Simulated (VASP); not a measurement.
# NiO: single point with PBE

The system is NiO.

```
CELL_PARAMETERS angstrom
0.00000 2.04293 2.04293
2.04293 0.00000 2.04293
2.04293 2.04293 0.00000
ATOMIC_POSITIONS crystal
Ni 0.00000 0.00000 0.00000
O 0.50000 0.50000 0.50000
```

This cell differs from its parent crystal: volume scaled by 0.91.

```
Program             : VASP 6.6.1
Task                : single point
Functional          : PBE
Potentials or basis : VASP PAW PBE potentials, release 64 (Ni, O)
Cutoff              : 520 eV
k mesh              : 18 × 18 × 18
Occupations         : gaussian, width 0.1 eV
Spin                : collinear spin, ferromagnetic start
Starting moments    : [1.6, 0.32] μB
```

The pressure is 18.7 GPa. The net moment is 1.49 μB per cell, the site moments are Ni +1.24; O +0.21 μB and the valence electrons inside the program's atomic spheres are Ni 9.13; O 5.01.

Levels at points of the mesh, in eV from the Fermi level:
Spin up:
```csv
k point,band 7,band 8,band 9,band 10,band 11,band 12
"(0.00, 0.00, 0.00)",-2.77,-2.77,-2.77,1.84,17.97,19.37
"(0.50, 0.00, 0.00)",-1.40,0.47,0.47,5.65,10.53,14.38
"(0.50, 0.50, 0.00)",-2.01,-1.61,-1.61,6.52,10.91,12.45
```
Spin down:
```tsv
k point	band 5	band 6	band 7	band 8	band 9	band 10
(0.00, 0.00, 0.00)	-2.07	-2.07	-2.07	-0.92	-0.92	2.14
(0.50, 0.00, 0.00)	-1.07	-1.07	-0.66	2.17	2.17	5.80
(0.50, 0.50, 0.00)	-3.19	-0.83	-0.83	-0.44	0.23	6.91
```

Wall time 76 s on 1 thread of Intel(R) Xeon(R) Platinum 8559C (Emerald Rapids), with other jobs on the host, peak memory 0.22 GiB.

Caveat: a cell with one magnetic atom can't hold antiferromagnetic order, which such compounds often take; semilocal functionals often make such compounds metallic where correlation or magnetic order opens a gap, which also shifts bond lengths.
